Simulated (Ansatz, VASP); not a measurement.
# W in VASP and in Ansatz

```xyz
4
Lattice="1.5386 -4.9660 0.0000 1.5386 4.9660 0.0000 0.0000 0.0000 4.3837" Properties=species:S:1:pos:R:3 pbc="T T T"
W     1.5386    3.6472    4.3837
W     1.5386   -1.3188    2.1919
W     1.5386   -3.6472    0.0000
W     1.5386    1.3188    2.1918
```

Alike in both runs: functional r2SCAN; k mesh 6 × 6 × 4; occupations gaussian, width 0.1 eV; no spin polarisation.

Ansatz relaxed the structure, and its values are those at the end. VASP's run is a single point on that final structure, the one shown.

|  | VASP | Ansatz |
| --- | --- | --- |
| version | VASP 6.6.1 | Ansatz 0.2.0 |
| potentials or method | VASP PAW PBE potentials, release 64 (W_sv), cutoff 520 eV | scalar-relativistic, plane waves, PAW |
| valence electrons in the cell | 56 | 56 |

```csv
,VASP,Ansatz,Ansatz less VASP
gap on the k mesh at the Fermi level (eV),none,none,-
pressure (GPa),1.3,0.1,-1.23
rms of the force components (eV/Å),0.002,0.006,+0.0032
```

VASP's potentials were made for PBE, not for r2SCAN. A gap of «none» marks a metal or a gap that the smearing closes. With one functional, cell and mesh, what is left measures potentials, basis and numerics.

Spin-orbit coupling is off throughout.
